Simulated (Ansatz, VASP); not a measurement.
## Two plane-wave programs on O

```
O
1.0
     0.00000    2.10755    3.34485
     1.47835    0.00000    3.34485
     1.47835    2.10755    0.00000
O
2
Direct
  0.08710 0.08710 0.91290
  0.88584 0.93996 0.11416
```

Alike in both runs: task electric field gradients; functional PBE; k mesh 12 × 12 × 12; occupations fermi-dirac, width 0.01 eV; no spin polarisation.

|  | VASP | Ansatz |
| --- | --- | --- |
| version | VASP 6.6.1 | Ansatz 0.2.0 |
| potentials or method | VASP PAW PBE potentials, release 64 (O) | PAW with Ansatz's default frozen-core files, scalar-relativistic |
| plane-wave cutoff (eV) | 520 | 420 |
| valence electrons in the cell | 12 | 12 |

|  | VASP | Ansatz | Ansatz less VASP |
| --- | --- | --- | --- |
| pressure (GPa) | 17.4 | 12.3 | -5.17 |
| traceless stress, the component that is largest in VASP (GPa) | 41.76 | 30.61 | -11.144 |
| rms of the force components (eV/Å) | 3.141 | 2.040 | -1.1006 |
| size of Vzz on the site where it differs most (V/Å²) | 114.3 | 113.5 | -0.84 |

Atom by atom the forces differ by 1.104 eV/Å (rms over components). With one functional, cell and mesh, what is left measures potentials, basis and numerics.

Noted on VASP's run: the standard files for N, O and F lose accuracy on very short bonds; spin is off for a triplet molecule.
